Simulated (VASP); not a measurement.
Input of a VASP 6.6.1 run:

INCAR

```
  PREC = Accurate
  ENCUT = 520
  EDIFF = 1E-6
  ISMEAR = 0
  SIGMA = 0.05
  LREAL = F
  LASPH = T
  NELM = 100
  ALGO = Normal
  ISIF = 2
  LWAVE = F
  LCHARG = F
  GGA = PE
  NBANDS = 21
```

File KPOINTS:

```
Automatic mesh
0
Gamma
  8 8 8
```

Contents of POSCAR:

```
PbF2
1.0
   -0.0296985000      2.9698500000      2.9698500000
    2.9401515000      0.0000000000      2.9401515000
    2.9698500000      2.9698500000     -0.0296985000
Pb F
1 2
Direct
    0.0000000000      0.0000000000      0.0000000000
    0.2500000000      0.2500000000      0.2500000000
    0.7500000000      0.7500000000      0.7500000000
```

Potentials or basis: VASP PAW PBE potentials, release 64 (Pb_d, F).

Command:

```bash
$ cat potpaw_PBE.64/Pb_d/POTCAR potpaw_PBE.64/F/POTCAR > POTCAR
$ mpirun -np 1 vasp_std > vasp.out
```

(1) Predict the pressure.

(2) What does it give for the band gap on the k mesh?

(3) Predict the largest force.

Results:

(1) 2.0 GPa.

(2) 4.41 eV, indirect (least direct gap 4.56 eV).

(3) 0.057 eV/Å.

Caveat: the cell differs from its parent crystal (strain -0.0200 x Voigt [0, 0, 0, 0, 1, 0]); spin-orbit coupling is left out, which moves the levels of the heavy elements.
